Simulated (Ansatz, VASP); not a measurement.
# MoN2: VASP beside Ansatz

```
Mo N
1.0
     4.44740    0.00000    0.00000
     0.00000    4.12590    0.00000
     0.00000    0.00000    2.72843
Mo N
2 4
Direct
  0.50000 0.50000 0.00000
  0.00000 0.00000 0.00000
  0.88730 0.38730 0.50000
  0.11270 0.61270 0.50000
  0.38730 0.11270 0.50000
  0.61270 0.88730 0.50000
```

Change from the starting cell: strain +0.0375 x Voigt [1, -1, 0, 0, 0, 0], atoms carried along.

Alike in both runs: task single point; functional PBEsol; k mesh 12 × 12 × 18; occupations gaussian, width 0.15 eV; no spin polarisation.

```csv
,VASP,Ansatz
version,VASP 6.6.1,Ansatz 0.2.0
potentials or method,"VASP PAW PBE potentials, release 64 (Mo_sv, N), cutoff 520 eV","scalar-relativistic, plane waves, PAW"
valence electrons in the cell,48,48
```

VASP gave:

| Item | Value |
| --- | --- |
| gap on the k mesh at the Fermi level (eV) | none |
| pressure (GPa) | 2.8 |
| traceless stress, the component that is largest in VASP (GPa) | 22.22 |
| rms of the force components (eV/Å) | 0.174 |

What did Ansatz give for the same quantities?

gap on the k mesh at the Fermi level (eV): none; pressure (GPa): 2.1; traceless stress, the component that is largest in VASP (GPa): 22.01; rms of the force components (eV/Å): 0.176.

VASP's potentials were made for PBE, not for PBEsol. Atom by atom the forces differ by 0.058 eV/Å (rms over components). A gap of «none» marks a metal or a gap that the smearing closes. The functional is the same, so the differences come from potentials, cutoffs and numerics.
